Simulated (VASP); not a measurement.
# Mo (P6/mmm) in VASP: notebook

Mo is run at these levels: LDA, BLYP, PBEsol; tasks: single point.

Program: VASP 6.6.1. These are calculated values, not measurements. Logs are shortened: lines on timing, memory, paths and dates and some standing lists are left out, and cuts for length are marked.

## (1) The cell of the first run

Symmetry: P6/mmm, No. 191, hexagonal system. Conventional cell: a = 2.736 Å, b = 2.736 Å, c = 2.555 Å, α = 90.00°, β = 90.00°, γ = 120.00°. Mo (site symmetry 6/mmm) has 8 Mo at 2.56 to 2.74 Å within 3.4 Å.

## (2) Single point, LDA

The input, INCAR:

```
PREC = Accurate
ENCUT = 520
EDIFF = 1E-7
ISMEAR = -1
SIGMA = 0.05
LREAL = F
LASPH = T
NELM = 80
ALGO = Normal
ISIF = 2
LWAVE = F
LCHARG = F
NBANDS = 13
```

The input, KPOINTS:

```
regular mesh
0
Gamma
  9 9 8
```

The input, POSCAR:

```
Mo
1.0
    2.7355100000      0.0000000000      0.0000000000
   -1.3677550000      2.3690210000      0.0000000000
    0.0000000000      0.0000000000      2.5551810000
Mo
1
Direct
    0.0000000000      0.0000000000      0.5000000000
```

Potentials or basis: VASP PAW LDA potentials, release 64 (Mo_sv).

On the command line:

```bash
$ cat potpaw_LDA.64/Mo_sv/POTCAR > POTCAR
$ mpirun -np 1 vasp_std > vasp.out
```

OUTCAR:

```text
PREC = Accurate
   ENCUT = 520
   EDIFF = 1E-7
   ISMEAR = -1
   LREAL = F
   LASPH = T
   NELM = 80
   ISIF = 2

 ion  position               nearest neighbor table
   1  0.000  0.000  0.500-

  LATTYP: Found a hexagonal cell.
 ALAT       =     2.7355100000
 C/A-ratio  =     0.9340784717

  Lattice vectors:

 A1 = (   2.7355100000,   0.0000000000,   0.0000000000)
 A2 = (  -1.3677550000,   2.3690210000,   0.0000000000)
 A3 = (   0.0000000000,   0.0000000000,   2.5551810000)

Analysis of symmetry for initial positions (statically):
=====================================================================
 Subroutine PRICEL returns:
 Original cell was already a primitive cell.

 Routine SETGRP: Setting up the symmetry group for a
 hexagonal supercell.

 Subroutine GETGRP returns: Found 24 space group operations
 (whereof 24 operations were pure point group operations)
 out of a pool of 24 trial point group operations.

The static configuration has the point symmetry D_6h.

Analysis of symmetry for dynamics (positions and initial velocities):
=====================================================================
 Subroutine PRICEL returns:
 Original cell was already a primitive cell.

 Routine SETGRP: Setting up the symmetry group for a
 hexagonal supercell.

 Subroutine GETGRP returns: Found 24 space group operations
 (whereof 24 operations were pure point group operations)
 out of a pool of 24 trial point group operations.

The dynamic configuration has the point symmetry D_6h.

 Subroutine INISYM returns: Found 24 space group operations
 (whereof 24 operations are pure point group operations),
 and found     1 'primitive' translations

----------------------------------------------------------------------------------------

                                     Primitive cell

  volume of cell :      16.5588

  direct lattice vectors                    reciprocal lattice vectors
     2.735510000  0.000000000  0.000000000     0.365562546  0.211057648  0.000000000
    -1.367755000  2.369021000  0.000000000     0.000000000  0.422115296  0.000000000
     0.000000000  0.000000000  2.555181000     0.000000000  0.000000000  0.391361708

  length of vectors
     2.735510000  2.735509868  2.555181000     0.422115275  0.422115296  0.391361708

  position of ions in fractional coordinates (direct lattice)
     0.000000000  0.000000000  0.500000000

  ion indices of the primitive-cell ions
[... 80 lines left out ...]
   ISIF   =      2    stress and relaxation
   ISYM   =      2    0-nonsym 1-usesym 2-fastsym
   POTIM  = 0.5000    time-step for ionic-motion
   TEBEG  =    0.0;   TEEND  =   0.0 temperature during run
   PSTRESS=    0.0 pullay stress
   NELECT =      14.0000    total number of electrons
   NUPDOWN=      -1.0000    fix difference up-down
   EMIN   =  10.00;   EMAX   =-10.00  energy-range for DOS
   EFERMI =   0.00;   METHOD = LEGACY
   ISMEAR =    -1;   SIGMA  =   0.05  broadening in eV -4-tet -1-fermi 0-gaus
   EFERMI_NEDOS =   21; number of points for ismear=-14 and -15
   IALGO  =     38    algorithm
   IMIX   =      4    mixing-type and parameters
     AMIX     =   0.40;   BMIX     =  1.00
     AMIX_MAG =   1.60;   BMIX_MAG =  1.00
  volume/ion in A,a.u.               =      16.56       111.74
  Fermi-wavevector in a.u.,A,eV,Ry     =   1.548013  2.925320 32.604234  2.396344
  Thomas-Fermi vector in A             =   2.653024
   LORBIT       =      0    0 simple, 1 ext, 2 COOP (PROOUT), +10 PAW based schemes
   GGA     = CA    functional components
   LHFCALC =     F    Hartree Fock is set to
   AEXX    =    0.0000 exact exchange contribution
   IVDW    =     0    specifies the selected vdW correction
   LEPSILON=     F    determine dielectric tensor
   LRPA    =     F    only Hartree local field effects (RPA)
 non-spin polarized calculation
  energy-cutoff  :      520.00
  volume of cell :       16.56
 maximum number of plane-waves:       460
   NGX = 11   NGY = 11   NGZ =  9

 number of electron      14.0000002 magnetization

 Free energy of the ion-electron system (eV)
  ---------------------------------------------------
  ext. energy  EPLUGINS =         0.00000000
  ---------------------------------------------------
  free energy    TOTEN  =       -11.18939047 eV

  energy without entropy =      -11.17737742  energy(sigma->0) =      -11.18338395

 E-fermi :  11.4010     XC(G=0): -13.1915

 val. band max:       11.3942349106   @ k =   0.2222   0.2222   0.5000
 cond. band min:      11.4725614098   @ k =   0.4444   0.1111   0.2500
 fundamental gap:      0.0783264992
 Fermi energy:        11.4010200286

 k-point     1 :       0.0000    0.0000    0.0000
  band No.  band energies     occupation
      1     -49.2671      2.00000
      2     -22.6995      2.00000
      3     -22.6995      2.00000
      4     -22.6991      2.00000
      5       4.6528      2.00000
      6       7.0748      2.00000
      7      10.5466      2.00000
      8      10.5466      2.00000
      9      15.5082      0.00000
     10      15.5082      0.00000
     11      24.4940      0.00000
     12      27.1574      0.00000
     13      31.8274      0.00000
[... 354 lines left out ...]
  band No.  band energies     occupation
      1     -48.9749      2.00000
      2     -23.6498      2.00000
      3     -23.6498      2.00000
      4     -22.7735      2.00000
      5       9.3577      2.00000
      6       9.3577      2.00000
      7       9.3779      2.00000
      8      12.4334      0.00000
      9      12.4334      0.00000
     10      20.0497      0.00000
     11      20.9760      0.00000
     12      20.9760      0.00000
     13      31.9977      0.00000

 [... further k-points ...]

------------------------ aborting loop because EDIFF is reached ----------------------------------------

  FORCE on cell =-STRESS in cart. coord.  units (eV):
  Direction    XX          YY          ZZ          XY          YZ          ZX
  --------------------------------------------------------------------------------------
  -------------------------------------------------------------------------------------
  Total       -0.6319462     -0.6319462     -0.8636757      0.0000000      0.0000000      0.0000000
  in kB      -61.1451247    -61.1451168    -83.5665378      0.0000000      0.0000000      0.0000000
  external PRESSURE =     -68.6189264 kB  Pullay stress =       0.0000000 kB

 VOLUME and BASIS-vectors are now :
 -----------------------------------------------------------------------------
  energy-cutoff  :      520.00
  volume of cell :       16.56
      direct lattice vectors                 reciprocal lattice vectors
     2.735510000  0.000000000  0.000000000     0.365562546  0.211057648  0.000000000
    -1.367755000  2.369021000  0.000000000     0.000000000  0.422115296  0.000000000
     0.000000000  0.000000000  2.555181000     0.000000000  0.000000000  0.391361708

 POSITION                                       TOTAL-FORCE (eV/Angst)
 -----------------------------------------------------------------------------------
      0.00000      0.00000      1.27759        -0.000000      0.000000      0.000000
 -----------------------------------------------------------------------------------
    total drift:                                0.000000      0.000000     -0.000000

  FREE ENERGIE OF THE ION-ELECTRON SYSTEM (eV)
  ---------------------------------------------------
  free  energy   TOTEN  =       -11.1893904747 eV

  energy  without entropy=      -11.1773774223  energy(sigma->0) =      -11.18338395
```

stdout:

```text
POSCAR found type information on POSCAR Mo
 POSCAR found :  1 types and       1 ions
 scaLAPACK will be used
 LDA part: xc-table for (Slater(with rela. corr.)+CA(PZ))
 , standard interpolation
 POSCAR, INCAR and KPOINTS ok, starting setup
 FFT: planning ... GRIDC
 FFT: planning ... GRID_SOFT
 FFT: planning ... GRID
 WAVECAR not read
 entering main loop
```

It took 3.9 s on 1 thread of Intel Xeon 6975P-C (Granite Rapids), shared host; peak memory 0.12 GiB.

Results:

| Property | Result |
| --- | --- |
| Free energy | -11.1894 eV |
| Pressure | -6.9 GPa |
| Band gap on the k mesh | zero (band 7 reaches 12.27 eV, above the bottom of band 8 at 10.55 eV) |

Stress tensor (GPa, compression positive):
```
-6.11  0.00  0.00
 0.00 -6.11  0.00
 0.00  0.00 -8.36
```

## (3) Single point, BLYP

The input, INCAR:

```
SYSTEM = Mo
PREC = Accurate
ENCUT = 520
EDIFF = 1E-6
ISMEAR = -1
SIGMA = 0.05
LREAL = .False.
LASPH = .True.
NELM = 80
ALGO = Normal
ISIF = 2
LWAVE = .False.
LCHARG = .True.
GGA = B5
ALDAX = 1.0
AGGAX = 1.0
AGGAC = 1.0
ALDAC = 0.0
LELF = .True.
LVHAR = .True.
NBANDS = 13
```

The input, KPOINTS:

```
regular mesh
0
Gamma
  9 9 8
  0 0 0
```

POSCAR is that of step 2.

Potentials or basis: VASP PAW PBE potentials, release 64 (Mo_sv).

On the command line:

```bash
$ cat potpaw_PBE.64/Mo_sv/POTCAR > POTCAR
$ mpirun -np 1 vasp_std > vasp.out
```

It took 6.1 s on 1 thread of Intel Xeon 6975P-C (Granite Rapids), shared host; peak memory 0.12 GiB.

It converged, with:

```yaml
Free_energy: -8.6884 eV
Pressure: 13.8 GPa
Band_gap_on_the_k_mesh: zero (band 7 reaches 13.13 eV, above the bottom of band 8 at 11.20 eV)
```

Stress tensor (GPa, compression positive):
```
14.30  0.00  0.00
 0.00 14.30  0.00
 0.00  0.00 12.94
```

Levels at points of the mesh, in eV from the Fermi level:
| k point | band 3 | band 4 | band 5 | band 6 | band 7 | band 8 | band 9 | band 10 | band 11 | band 12 |
| --- | --- | --- | --- | --- | --- | --- | --- | --- | --- | --- |
| (0.00, 0.00, 0.00) | -34.21 | -34.20 | -6.53 | -4.36 | -0.88 | -0.88 | 4.07 | 4.07 | 13.30 | 15.98 |
| (0.00, 0.00, 0.50) | -34.05 | -34.05 | -3.59 | -0.07 | -0.07 | 0.34 | 0.78 | 0.78 | 10.06 | 16.35 |

Caveat: the PAW data sets were made with another functional, which shifts forces and pressure a little.

## (4) Single point, PBEsol

The input, INCAR:

```
SYSTEM = Mo
ALGO     = Normal         ! electronic algorithm
EDIFF    = 1E-7           ! SCF threshold, eV
ENCUT    = 520            ! plane-wave cutoff, eV
GGA      = PS             ! functional
ISIF     = 2              ! what is computed and relaxed
ISMEAR   = -1             ! smearing method
LASPH    = .True.         ! aspherical terms in the spheres
LCHARG   = .True.         ! write CHGCAR
LELF     = .True.         ! ELF
LREAL    = .False.        ! projectors in reciprocal space
LVHAR    = .True.       
LWAVE    = .False.        ! write WAVECAR
NBANDS   = 13             ! bands
NELM     = 100            ! most SCF steps
PREC     = Accurate       ! precision mode
SIGMA    = 0.05           ! smearing width, eV
```

The input, KPOINTS:

```
k-points
0
Gamma
  9 9 8
  0 0 0
```

POSCAR is that of step 3.

Potentials or basis: VASP PAW PBE potentials, release 64 (Mo_sv).

On the command line:

```bash
$ cat potpaw_PBE.64/Mo_sv/POTCAR > POTCAR
$ mpirun -np 1 vasp_std > vasp.out
```

OUTCAR:

```text
SYSTEM = Mo
   EDIFF = 1E-7
   ENCUT = 520
   GGA = PS
   ISIF = 2
   ISMEAR = -1
   LASPH = .True.
   LREAL = .False.
   NELM = 100
   PREC = Accurate

 ion  position               nearest neighbor table
   1  0.000  0.000  0.500-

  LATTYP: Found a hexagonal cell.
 ALAT       =     2.7355100000
 C/A-ratio  =     0.9340784717

  Lattice vectors:

 A1 = (   2.7355100000,   0.0000000000,   0.0000000000)
 A2 = (  -1.3677550000,   2.3690210000,   0.0000000000)
 A3 = (   0.0000000000,   0.0000000000,   2.5551810000)

[... 560 lines left out ...]
     13      32.0205      0.00000

 [... further k-points ...]

------------------------ aborting loop because EDIFF is reached ----------------------------------------

  FORCE on cell =-STRESS in cart. coord.  units (eV):
  Direction    XX          YY          ZZ          XY          YZ          ZX
  --------------------------------------------------------------------------------------
  -------------------------------------------------------------------------------------
  Total       -0.2612493     -0.2612493     -0.3918057      0.0000000     -0.0000000      0.0000000
  in kB      -25.2776619    -25.2776586    -37.9098789      0.0000000     -0.0000000      0.0000000
  external PRESSURE =     -29.4883998 kB  Pullay stress =       0.0000000 kB

 VOLUME and BASIS-vectors are now :
 -----------------------------------------------------------------------------
  energy-cutoff  :      520.00
  volume of cell :       16.56
      direct lattice vectors                 reciprocal lattice vectors
     2.735510000  0.000000000  0.000000000     0.365562546  0.211057648  0.000000000
    -1.367755000  2.369021000  0.000000000     0.000000000  0.422115296  0.000000000
     0.000000000  0.000000000  2.555181000     0.000000000  0.000000000  0.391361708

 POSITION                                       TOTAL-FORCE (eV/Angst)
 -----------------------------------------------------------------------------------
      0.00000      0.00000      1.27759         0.000000      0.000000      0.000000
 -----------------------------------------------------------------------------------
    total drift:                               -0.000000      0.000000     -0.000000

  FREE ENERGIE OF THE ION-ELECTRON SYSTEM (eV)
  ---------------------------------------------------
  free  energy   TOTEN  =       -10.8305799428 eV

  energy  without entropy=      -10.8188996858  energy(sigma->0) =      -10.82473981
```

stdout:

```text
POSCAR found type information on POSCAR Mo
 POSCAR found :  1 types and       1 ions
 scaLAPACK will be used
 -----------------------------------------------------------------------------
|                                                                             |
|                                                                             |
|     You enforced a specific xc type in the INCAR file but a different       |
|     I HOPE YOU KNOW WHAT YOU ARE DOING!                                     |
|                                                                             |
 -----------------------------------------------------------------------------

 LDA part: xc-table for (Slater+PW92), standard interpolation
 POSCAR, INCAR and KPOINTS ok, starting setup
 FFT: planning ... GRIDC
 FFT: planning ... GRID_SOFT
 FFT: planning ... GRID
 WAVECAR not read
 entering main loop
```

Run time: 4.5 s. Hardware: 1 thread of Intel Xeon 6975P-C (Granite Rapids), shared host; peak memory 0.12 GiB.

What came out:

```yaml
Free_energy: -10.8306 eV
Pressure: -2.9 GPa
Band_gap_on_the_k_mesh: zero (band 7 reaches 12.21 eV, above the bottom of band 8 at 10.56 eV)
```

Levels at points of the mesh, in eV from the Fermi level:
| k point | band 3 | band 4 | band 5 | band 6 | band 7 | band 8 | band 9 | band 10 | band 11 | band 12 |
| --- | --- | --- | --- | --- | --- | --- | --- | --- | --- | --- |
| (0.00, 0.00, 0.00) | -34.21 | -34.21 | -6.80 | -4.33 | -0.85 | -0.85 | 4.13 | 4.13 | 13.05 | 15.76 |
| (0.00, 0.00, 0.50) | -34.05 | -34.05 | -3.69 | -0.02 | -0.02 | 0.01 | 0.80 | 0.80 | 10.07 | 16.17 |

Caveat: the PAW data sets were made with another functional, which shifts forces and pressure a little.

## (5) The runs side by side

| level | potentials or basis | gap on the mesh (eV) | pressure (GPa) |
| --- | --- | --- | --- |
| LDA | VASP PAW LDA potentials, release 64 (Mo_sv) | none | -6.9 |
| BLYP | VASP PAW PBE potentials, release 64 (Mo_sv) | none | 13.8 |
| PBEsol | VASP PAW PBE potentials, release 64 (Mo_sv) | none | -2.9 |

Alike in all rows: task single point; no spin polarisation; cell as given; k mesh 9 × 9 × 8; cutoff (eV) 520; smearing fermi-dirac 0.05 eV.

Caveats: the PAW data sets were made with another functional, which shifts forces and pressure a little (some runs).

Total energies depend on the potentials used, so only differences within one code and one set of settings carry meaning.
